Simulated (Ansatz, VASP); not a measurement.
**BaTiO3: VASP beside Ansatz**

```
Ba Ti O
1.0
     4.00822    0.00000    0.00000
     0.00000    2.87328    2.88592
     0.00000   -2.87328    2.88592
Ba Ti O
1 1 3
Direct
  0.00000 0.00808 0.00808
  0.50000 0.51971 0.51971
  0.00000 0.45230 0.60892
  0.50000 0.49381 0.98300
  0.50000 0.98300 0.49381
```

Alike in both runs: task single point; functional PBE; k mesh 6 × 6 × 6; occupations gaussian, width 0.05 eV; no spin polarisation; Hubbard terms Ti d U = 4.0 eV.

```csv
,VASP,Ansatz
version,VASP 6.6.1,Ansatz 0.2.0
potentials or method,"VASP PAW PBE potentials, release 64 (Ba_sv, Ti_sv, O), cutoff 520 eV","scalar-relativistic, plane waves, PAW"
valence electrons in the cell,40,40
```

|  | VASP | Ansatz | Ansatz less VASP |
| --- | --- | --- | --- |
| gap on the k mesh at the Fermi level (eV) | 2.08 | 2.13 | +0.056 |
| least direct gap on the mesh (eV) | 2.54 | 2.58 | +0.036 |
| pressure (GPa) | 5.3 | 1.7 | -3.64 |
| traceless stress, the component that is largest in VASP (GPa) | 2.47 | 1.33 | -1.148 |
| rms of the force components (eV/Å) | 1.062 | 0.949 | -0.1124 |

The programs project onto different local orbitals, so the same U acts differently, and such runs can settle in different states. Atom by atom the forces differ by 0.250 eV/Å (rms over components).

Neither program's run includes spin-orbit coupling.
